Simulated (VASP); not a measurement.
Input of a VASP 6.6.1 run:

The input INCAR:

```
PREC = Accurate
ENCUT = 520
EDIFF = 1E-6
ISMEAR = 0
SIGMA = 0.05
LREAL = False
LASPH = True
NELM = 100
ALGO = Normal
ISIF = 2
LWAVE = False
LCHARG = False
GGA = PE
NBANDS = 26
```

KPOINTS

```
Automatic mesh
0
Gamma
  9 9 2
```

File POSCAR:

```
MgO
1.0
    3.2803754002      0.0000000000      0.0000000000
   -1.6401877001      2.8408884305      0.0000000000
    0.0000000000      0.0000000000     10.5147056238
Mg O
4 4
Direct
    0.3333333333      0.6666666667      0.9694791811
    0.0000000000      0.0000000000      0.2208070585
    0.0000000000      0.0000000000      0.7208070585
    0.6666666667      0.3333333333      0.4694791811
    0.3333333333      0.6666666667      0.7800540723
   -0.0670654950      0.0000000000      0.5924271004
    0.0000000000      0.0000000000      0.0296578681
    0.6666666667      0.3333333333      0.2800540723
```

Potentials or basis: VASP PAW PBE potentials, release 64 (Mg, O).

Run with:

```bash
$ cat potpaw_PBE.64/Mg/POTCAR potpaw_PBE.64/O/POTCAR > POTCAR
$ mpirun -np 1 vasp_std > vasp.out
```

(1) What does it give for the largest force?

(2) Predict the band gap on the k mesh.

(3) Predict the pressure.

Answers

(1) 33.441 eV/Å.

(2) 0.69 eV, direct.

(3) 19.4 GPa.

Caveat: the cell differs from its parent crystal (atom 6 (O) moved by -0.220 Å along [1 0 0] and +0.660 Å along [0 0 1]); forces of over 1 eV/Å act on the atoms, so gaps and moduli don't describe the material at rest.
